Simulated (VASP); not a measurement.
Wanted: the native input for a VASP 6.6.1 run.

| Item | Value |
| --- | --- |
| Task | electric field gradients |
| Functional | LDA |
| Potentials or basis | VASP PAW LDA potentials, release 64 (Hf_pv, Si, O) |
| Cutoff | 520 eV |
| k mesh | 7 × 7 × 7 |
| Occupations | fermi-dirac, width 0.02 eV |
| Spin | no spin polarisation |
| Dipole correction | no |
| Further INCAR settings | ALGO = Normal; EDIFF = 1e-08; NBANDS = 50 |

The structure of HfSiO4 lies in POSCAR:

```
HfSiO4
1.0
   -3.2862500000      3.2862500000      2.9816000000
    3.2862500000     -3.2862500000      2.9816000000
    3.2862500000      3.2862500000     -2.9816000000
Hf Si O
2 2 8
Direct
    0.7500000000      0.2500000000      0.5000000000
    0.0000000000      0.0000000000      0.0000000000
    0.2500000000      0.7500000000      0.5000000000
    0.5000000000      0.5000000000      0.0000000000
    0.1340001292      0.3192780734      0.8147220558
    0.0692780734      0.7545560176      0.6852779442
    0.5045560176      0.3192780734      0.1852779442
    0.0692780734      0.3840001292      0.3147220558
    0.6159998708      0.9307219266      0.6852779442
    0.6807219266      0.8659998708      0.1852779442
    0.2454439824      0.9307219266      0.3147220558
    0.6807219266      0.4954439824      0.8147220558
```

The input as run:

INCAR

```
PREC     = Accurate       # precision mode
ENCUT    = 520            # plane-wave cutoff, eV
EDIFF    = 1E-8           # SCF threshold, eV
ISMEAR   = -1             # smearing method
SIGMA    = 0.02           # smearing width, eV
LREAL    = False          # projectors in reciprocal space
LASPH    = True           # aspherical terms in the spheres
NELM     = 60             # most SCF steps
ALGO     = Normal         # electronic algorithm
ISIF     = 2              # what is computed and relaxed
LWAVE    = False          # write WAVECAR
LCHARG   = False          # write CHGCAR
GGA      = CA             # functional
LEFG     = True         
NBANDS   = 50             # bands
```

KPOINTS

```
regular mesh
0
Gamma
  7 7 7
```

Potentials or basis: VASP PAW LDA potentials, release 64 (Hf_pv, Si, O).

The run is started by

```console
$ cat potpaw_LDA.64/Hf_pv/POTCAR potpaw_LDA.64/Si/POTCAR potpaw_LDA.64/O/POTCAR > POTCAR
$ mpirun -np 1 vasp_std > vasp.out
```

Results of the run:

```
Pressure                                : -6.4 GPa
Largest force                           : 0.242 eV/Å
Band gap on the k mesh                  : 5.24 eV (least direct gap 5.62 eV)
Largest electric field gradient by atom : Hf +132.0; Si -22.9; O +42.5 V/Å²
```

Caveat: the cell stands under tension; without QUAD_EFG the Cq values of the log hold for a quadrupole moment of 1 mb, not for the nuclei; spin-orbit coupling is left out, which moves the levels of the heavy elements.

Run time: 3.3 min on 1 thread of Intel(R) Xeon(R) Platinum 8488C (Sapphire Rapids) (shared host), peak memory 0.34 GiB.
